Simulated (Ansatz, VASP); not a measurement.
## One calculation of SnO2, two programs

```
Sn O
1.0
     4.93306    0.00000    0.00000
     0.00000    4.93367    0.00000
     0.00000    0.00000    3.33280
Sn O
2 4
Direct
  0.50000 0.50000 0.50000
  0.00000 0.00000 0.00000
  0.30598 0.30618 0.00000
  0.80598 0.19382 0.50000
  0.19402 0.80618 0.50000
  0.69402 0.69382 0.00000
```

Alike in both runs: task single point; functional LDA; k mesh 6 × 6 × 8; occupations gaussian, width 0.05 eV; no spin polarisation.

```csv
,VASP,Ansatz
version,VASP 6.6.1,Ansatz 0.2.0
potentials or method,"VASP PAW LDA potentials, release 64 (Sn_d, O), cutoff 520 eV","scalar-relativistic, plane waves, PAW"
valence electrons in the cell,52,52
```

```tsv
	VASP	Ansatz	Ansatz less VASP
gap on the k mesh at the Fermi level (eV)	0.11	0.11	-0.001
least direct gap on the mesh (eV)	0.21	0.23	+0.027
pressure (GPa)	-19.8	-20.4	-0.59
traceless stress, the component that is largest in VASP (GPa)	-3.64	-3.85	-0.210
rms of the force components (eV/Å)	0.162	0.170	+0.0074
```

LDA's correlation is that of Perdew and Zunger in VASP and of Perdew and Wang (1992) in Ansatz. Atom by atom the forces differ by 0.007 eV/Å (rms over components).
